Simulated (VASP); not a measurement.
# Hf (Fm-3m) in VASP: further runs

Hf is run at these levels: LDA, PBEsol+D3(BJ), r2SCAN+D4; tasks: single point, relaxation of cell and atoms.

Program: VASP 6.6.1. These are calculated values, not measurements. Logs are shortened: lines on timing, memory, paths and dates and some standing lists are left out, and cuts for length are marked.

**1. The cell of the first run**

The structure is cubic, space group Fm-3m (No. 225). The conventional cell has a = 4.358 Å, b = 4.358 Å, c = 4.358 Å, α = 90.00°, β = 90.00°, γ = 90.00°. Hf (site symmetry m-3m) has 12 Hf at 3.08 Å within 4.1 Å.

**2. Single point, LDA**

File INCAR:

```
SYSTEM = Hf
ALGO = Normal ; EDIFF = 1E-6
ENCUT = 520 ; ISIF = 2
ISMEAR = -1 ; LASPH = .TRUE.
LCHARG = .FALSE. ; LREAL = .FALSE.
LWAVE = .FALSE. ; NBANDS = 11
NELM = 100 ; PREC = Accurate
SIGMA = 0.1
```

File KPOINTS:

```
k-points
0
G
  5 5 5
  0 0 0
```

File POSCAR:

```
Hf
1.0
    0.0000000000      2.1788922731      2.1788922731
    2.1788922731      0.0000000000      2.1788922731
    2.1788922731      2.1788922731      0.0000000000
Hf
1
Direct
    0.0000000000      0.0000000000      0.0000000000
```

Potentials or basis: VASP PAW LDA potentials, release 64 (Hf_pv).

Command:

```console
$ cat potpaw_LDA.64/Hf_pv/POTCAR > POTCAR
$ mpirun -np 1 vasp_std > vasp.out
```

OUTCAR:

```text
SYSTEM = Hf
   EDIFF = 1E-6
   ENCUT = 520
   ISIF = 2
   ISMEAR = -1
   LASPH = .TRUE.
   LREAL = .FALSE.
   NELM = 100
   PREC = Accurate

 ion  position               nearest neighbor table
   1  0.000  0.000  0.000-

  LATTYP: Found a face centered cubic cell.
 ALAT       =     4.3577845462

  Lattice vectors:

 A1 = (   0.0000000000,   2.1788922731,   2.1788922731)
 A2 = (   2.1788922731,   0.0000000000,   2.1788922731)
 A3 = (   2.1788922731,   2.1788922731,   0.0000000000)

Analysis of symmetry for initial positions (statically):
=====================================================================
 Subroutine PRICEL returns:
 Original cell was already a primitive cell.

 Routine SETGRP: Setting up the symmetry group for a
 face centered cubic supercell.

 Subroutine GETGRP returns: Found 48 space group operations
 (whereof 48 operations were pure point group operations)
 out of a pool of 48 trial point group operations.

The static configuration has the point symmetry O_h .

Analysis of symmetry for dynamics (positions and initial velocities):
=====================================================================
 Subroutine PRICEL returns:
 Original cell was already a primitive cell.

 Routine SETGRP: Setting up the symmetry group for a
 face centered cubic supercell.

 Subroutine GETGRP returns: Found 48 space group operations
 (whereof 48 operations were pure point group operations)
 out of a pool of 48 trial point group operations.

The dynamic configuration has the point symmetry O_h .

 Subroutine INISYM returns: Found 48 space group operations
 (whereof 48 operations are pure point group operations),
 and found     1 'primitive' translations

----------------------------------------------------------------------------------------

                                     Primitive cell

  volume of cell :      20.6889

  direct lattice vectors                    reciprocal lattice vectors
     0.000000000  2.178892273  2.178892273    -0.229474401  0.229474401  0.229474401
     2.178892273  0.000000000  2.178892273     0.229474401 -0.229474401  0.229474401
     2.178892273  2.178892273  0.000000000     0.229474401  0.229474401 -0.229474401

  length of vectors
     3.081419004  3.081419004  3.081419004     0.397461322  0.397461322  0.397461322

  position of ions in fractional coordinates (direct lattice)
     0.000000000  0.000000000  0.000000000

  ion indices of the primitive-cell ions
   primitive index   ion index
                 1           1

----------------------------------------------------------------------------------------

 KPOINTS: k-points

Automatic generation of k-mesh.
 Grid dimensions read from file:
 generate k-points for:    5    5    5

 Generating k-lattice:

  Cartesian coordinates                     Fractional coordinates (reciprocal lattice)
    -0.045894880  0.045894880  0.045894880     0.200000000  0.000000000  0.000000000
     0.045894880 -0.045894880  0.045894880     0.000000000  0.200000000  0.000000000
     0.045894880  0.045894880 -0.045894880     0.000000000  0.000000000  0.200000000

  Length of vectors
     0.079492264  0.079492264  0.079492264

  Shift w.r.t. Gamma in fractional coordinates (k-lattice)
     0.000000000  0.000000000  0.000000000

 Subroutine IBZKPT returns following result:
 ===========================================

 Found     10 irreducible k-points:

 Following reciprocal coordinates:
            Coordinates               Weight
  0.000000  0.000000  0.000000      1.000000
  0.200000  0.000000  0.000000      8.000000
  0.400000  0.000000  0.000000      8.000000
  0.200000  0.200000  0.000000      6.000000
  0.400000  0.200000  0.000000     24.000000
 -0.400000  0.200000  0.000000     24.000000
 -0.200000  0.200000  0.000000     12.000000
  0.400000  0.400000  0.000000      6.000000
 -0.400000  0.400000  0.000000     12.000000
 -0.400000  0.400000  0.200000     24.000000
   k-points           NKPTS =     10   k-points in BZ     NKDIM =     10   number of bands    NBANDS=     11
   number of dos      NEDOS =    301   number of ions     NIONS =      1
   total plane-waves  NPLWV =  13824
   dimension x,y,z NGX =    24 NGY =   24 NGZ =   24
   dimension x,y,z NGXF=    48 NGYF=   48 NGZF=   48
   ions per type =               1
   NGX,Y,Z   is equivalent  to a cutoff of  12.95, 12.95, 12.95 a.u.
   NGXF,Y,Z  is equivalent  to a cutoff of  25.90, 25.90, 25.90 a.u.
 SYSTEM =  Hf
   PREC   = accura    normal or accurate (medium, high low for compatibility)
   ISTART =      0    job   : 0-new  1-cont  2-samecut
   ICHARG =      2    charge: 1-file 2-atom 10-const
   ISPIN  =      1    spin polarized calculation?
   LNONCOLLINEAR =      F non collinear calculations
   LSORBIT =      F    spin-orbit coupling
   LASPH  =      T    aspherical Exc in radial PAW
   ENCUT  =  520.0 eV  38.22 Ry    6.18 a.u.   5.73  5.73  5.73*2*pi/ulx,y,z
   NELM   =    100;   NELMIN=  2; NELMDL= -5     # of ELM steps
   EDIFF  = 0.1E-05   stopping-criterion for ELM
   LREAL  =      F    real-space projection
   EDIFFG = 0.1E-04   stopping-criterion for IOM
   NSW    =      0    number of steps for IOM
   IBRION =     -1    ionic relax: 0-MD 1-quasi-New 2-CG
   NFREE  =      0    steps in history (QN), initial steepest desc. (CG)
   ISIF   =      2    stress and relaxation
   ISYM   =      2    0-nonsym 1-usesym 2-fastsym
   POTIM  = 0.5000    time-step for ionic-motion
   TEBEG  =    0.0;   TEEND  =   0.0 temperature during run
   PSTRESS=    0.0 pullay stress
   NELECT =      10.0000    total number of electrons
   NUPDOWN=      -1.0000    fix difference up-down
   EMIN   =  10.00;   EMAX   =-10.00  energy-range for DOS
   EFERMI =   0.00;   METHOD = LEGACY
   ISMEAR =    -1;   SIGMA  =   0.10  broadening in eV -4-tet -1-fermi 0-gaus
   EFERMI_NEDOS =   21; number of points for ismear=-14 and -15
   IALGO  =     38    algorithm
   IMIX   =      4    mixing-type and parameters
     AMIX     =   0.40;   BMIX     =  1.00
     AMIX_MAG =   1.60;   BMIX_MAG =  1.00
  volume/ion in A,a.u.               =      20.69       139.62
  Fermi-wavevector in a.u.,A,eV,Ry     =   1.284781  2.427884 22.458620  1.650662
  Thomas-Fermi vector in A             =   2.416954
   LORBIT       =      0    0 simple, 1 ext, 2 COOP (PROOUT), +10 PAW based schemes
   GGA     = CA    functional components
   LHFCALC =     F    Hartree Fock is set to
   AEXX    =    0.0000 exact exchange contribution
   IVDW    =     0    specifies the selected vdW correction
   LEPSILON=     F    determine dielectric tensor
   LRPA    =     F    only Hartree local field effects (RPA)
 non-spin polarized calculation
  energy-cutoff  :      520.00
  volume of cell :       20.69
 maximum number of plane-waves:       565
   NGX = 11   NGY = 11   NGZ = 11

 number of electron      10.0000001 magnetization

 Free energy of the ion-electron system (eV)
  ---------------------------------------------------
  ext. energy  EPLUGINS =         0.00000000
  ---------------------------------------------------
  free energy    TOTEN  =       -10.70758184 eV

  energy without entropy =      -10.67467054  energy(sigma->0) =      -10.69112619

 E-fermi :   4.9598     XC(G=0): -11.8309

 val. band max:        4.8113905029   @ k =   0.2000   0.2000   0.0000
 cond. band min:       5.5075992455   @ k =   0.2000   0.0000   0.0000
 fundamental gap:      0.6962087426
 Fermi energy:         4.9598043406

 k-point     1 :       0.0000    0.0000    0.0000
  band No.  band energies     occupation
      1     -24.3903      2.00000
      2     -24.3903      2.00000
      3     -24.3903      2.00000
      4      -2.2208      2.00000
      5       6.5438      0.00000
      6       6.5438      0.00000
      7       6.5438      0.00000
      8       9.5827      0.00000
      9       9.5827      0.00000
     10      16.8722      0.00000
     11      17.5533      0.00000

 k-point     2 :       0.2000    0.0000    0.0000
  band No.  band energies     occupation
      1     -24.7827      2.00000
      2     -24.4396      2.00000
      3     -24.4396      2.00000
      4      -0.8228      2.00000
      5       5.5076      0.00832
      6       6.9667      0.00000
      7       6.9667      0.00000
      8       9.3031      0.00000
      9       9.3031      0.00000
     10      17.5381      0.00000
     11      17.7583      0.00000

 k-point     3 :       0.4000    0.0000    0.0000
  band No.  band energies     occupation
      1     -25.3708      2.00000
      2     -24.5182      2.00000
      3     -24.5182      2.00000
      4       1.1478      2.00000
      5       5.6946      0.00129
      6       6.4255      0.00000
      7       6.4255      0.00000
      8      11.3064      0.00000
      9      11.3064      0.00000
     10      15.6040      0.00000
     11      17.5353      0.00000

 k-point     4 :       0.2000    0.2000    0.0000
  band No.  band energies     occupation
      1     -24.7695      2.00000
      2     -24.5256      2.00000
      3     -24.5256      2.00000
      4      -0.3543      2.00000
      5       4.8114      1.63039
      6       7.2882      0.00000
      7       7.7617      0.00000
      8       7.7617      0.00000
      9      10.2859      0.00000
     10      17.5516      0.00000
     11      20.6628      0.00000
[... 43 lines left out ...]
 k-point     8 :       0.4000    0.4000    0.0000
  band No.  band energies     occupation
      1     -25.3108      2.00000
      2     -24.7390      2.00000
      3     -24.7390      2.00000
      4       1.6528      2.00000
      5       2.9873      2.00000
      6       7.2108      0.00000
      7      11.1869      0.00000
      8      11.1869      0.00000
      9      11.6740      0.00000
     10      17.7655      0.00000
     11      17.7735      0.00000

 k-point     9 :      -0.4000    0.4000    0.0000
  band No.  band energies     occupation
      1     -25.2843      2.00000
      2     -24.9436      2.00000
      3     -24.7214      2.00000
      4       2.3353      2.00000
      5       3.3836      2.00000
      6       6.7539      0.00000
      7       9.9603      0.00000
      8      11.9270      0.00000
      9      12.9697      0.00000
     10      14.9878      0.00000
     11      17.5427      0.00000

 k-point    10 :      -0.4000    0.4000    0.2000
  band No.  band energies     occupation
      1     -25.2040      2.00000
      2     -24.9532      2.00000
      3     -24.7123      2.00000
      4       3.1543      2.00000
      5       4.2109      1.99888
      6       4.7924      1.68429
      7       8.6314      0.00000
      8      11.2997      0.00000
      9      13.4690      0.00000
     10      16.3518      0.00000
     11      17.5684      0.00000

------------------------ aborting loop because EDIFF is reached ----------------------------------------

  FORCE on cell =-STRESS in cart. coord.  units (eV):
  Direction    XX          YY          ZZ          XY          YZ          ZX
  --------------------------------------------------------------------------------------
  -------------------------------------------------------------------------------------
  Total        0.0085065      0.0085065      0.0085065      0.0000000     -0.0000000      0.0000000
  in kB        0.6587533      0.6587533      0.6587533      0.0000000     -0.0000000      0.0000000
  external PRESSURE =       0.6587533 kB  Pullay stress =       0.0000000 kB

 VOLUME and BASIS-vectors are now :
 -----------------------------------------------------------------------------
  energy-cutoff  :      520.00
  volume of cell :       20.69
      direct lattice vectors                 reciprocal lattice vectors
     0.000000000  2.178892273  2.178892273    -0.229474401  0.229474401  0.229474401
     2.178892273  0.000000000  2.178892273     0.229474401 -0.229474401  0.229474401
     2.178892273  2.178892273  0.000000000     0.229474401  0.229474401 -0.229474401

 POSITION                                       TOTAL-FORCE (eV/Angst)
 -----------------------------------------------------------------------------------
      0.00000      0.00000      0.00000         0.000000     -0.000000      0.000000
 -----------------------------------------------------------------------------------
    total drift:                               -0.000000      0.000000      0.000000

  FREE ENERGIE OF THE ION-ELECTRON SYSTEM (eV)
  ---------------------------------------------------
  free  energy   TOTEN  =       -10.7075818398 eV

  energy  without entropy=      -10.6746705385  energy(sigma->0) =      -10.69112619
```

Wall time 2.5 s (1 thread of Intel Xeon 6975P-C, shared host); peak memory 0.12 GiB.

What came out:

* Free energy: -10.7076 eV
* Pressure: 0.1 GPa
* Band gap on the k mesh: zero (band 5 reaches 6.54 eV, above the bottom of band 6 at 4.79 eV)

Caveat: the k points lie up to 0.50 Å⁻¹ apart; spin-orbit coupling is left out, which moves the levels of the heavy elements.

**3. Single point, PBEsol+D3(BJ)**

File INCAR:

```
SYSTEM = Hf
  PREC = Accurate
  ENCUT = 520
  EDIFF = 1E-6
  ISMEAR = -1
  SIGMA = 0.1
  LREAL = .FALSE.
  LASPH = .TRUE.
  NELM = 100
  ALGO = Normal
  ISIF = 2
  LWAVE = .FALSE.
  LCHARG = .FALSE.
  GGA = PS
  IVDW = 12
  NBANDS = 11
```

File KPOINTS:

```
regular mesh
0
G
  5 5 5
  0 0 0
```

File POSCAR:

```
Hf
1.0
    0.0000000000      2.1799355889      2.1799355889
    2.1799355889      0.0000000000      2.1799355889
    2.1799355889      2.1799355889      0.0000000000
Hf
1
Direct
    0.0000000000      0.0000000000      0.0000000000
```

Potentials or basis: VASP PAW PBE potentials, release 64 (Hf_pv).

Command:

```console
$ cat potpaw_PBE.64/Hf_pv/POTCAR > POTCAR
$ mpirun -np 1 vasp_std > vasp.out
```

It took 3.5 s on 1 thread of Intel Xeon 6975P-C, shared host; peak memory 0.14 GiB.

The run converged. Its results:

| Property | Result |
| --- | --- |
| Free energy | -11.0519 eV |
| Pressure | -0.3 GPa |
| Band gap on the k mesh | zero (band 5 reaches 6.55 eV, above the bottom of band 6 at 4.73 eV) |
| Dispersion energy per atom | -0.554 eV |

Levels at points of the mesh, in eV from the Fermi level:
| k point | band 1 | band 2 | band 3 | band 4 | band 5 | band 6 | band 7 | band 8 | band 9 | band 10 |
| --- | --- | --- | --- | --- | --- | --- | --- | --- | --- | --- |
| (0.00, 0.00, 0.00) | -29.46 | -29.46 | -29.46 | -7.26 | 1.64 | 1.64 | 1.64 | 4.71 | 4.71 | 11.85 |

Caveat: the k points lie up to 0.50 Å⁻¹ apart; the PAW data sets were made with another functional, which shifts forces and pressure a little; spin-orbit coupling is left out, which moves the levels of the heavy elements; pairwise dispersion overbinds metals, which lowers pressure and volume.

[end of part 1 of 3]
